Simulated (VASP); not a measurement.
**CoSi2 (fluorite type): single point with LDA**

The system is CoSi2 (fluorite type).

```
Co Si
1.0
     0.00000    2.44821    2.44821
     2.44821    0.00000    2.44821
     2.44821    2.44821    0.00000
Co Si
1 2
Direct
  0.00000 0.00000 0.00000
  0.25000 0.25000 0.25000
  0.75000 0.75000 0.75000
```

This cell differs from its parent crystal: volume scaled by 0.8.

```json
{"Program": "VASP 6.6.1", "Task": "single point", "Functional": "LDA", "Potentials or basis": "VASP PAW LDA potentials, release 64 (Co, Si)", "Cutoff": "520 eV", "k mesh": "10 × 10 × 10", "Occupations": "fermi-dirac, width 0.1 eV", "Spin": "no spin polarisation"}
```

```yaml
Pressure: 74.8 GPa
```

Levels at points of the mesh, in eV from the Fermi level:
```csv
k point,band 5,band 6,band 7,band 8,band 9,band 10,band 11,band 12,band 13,band 14
"(0.00, 0.00, 0.00)",-3.05,-3.05,3.43,3.43,3.43,3.72,4.61,4.61,4.61,7.01
"(0.50, 0.00, 0.00)",-2.98,-2.58,-2.58,-0.56,-0.56,3.47,4.29,4.29,6.94,11.64
"(0.50, 0.50, 0.00)",-4.42,-2.92,-2.92,-2.82,-2.12,2.84,3.04,8.79,12.45,12.45
```

It took 23 s on 1 thread of AMD EPYC 7R13 Processor (Zen 3) (shared host), peak memory 0.12 GiB.

 Spin polarisation is off, so any magnetic state and its effect on volume and gap are missing.
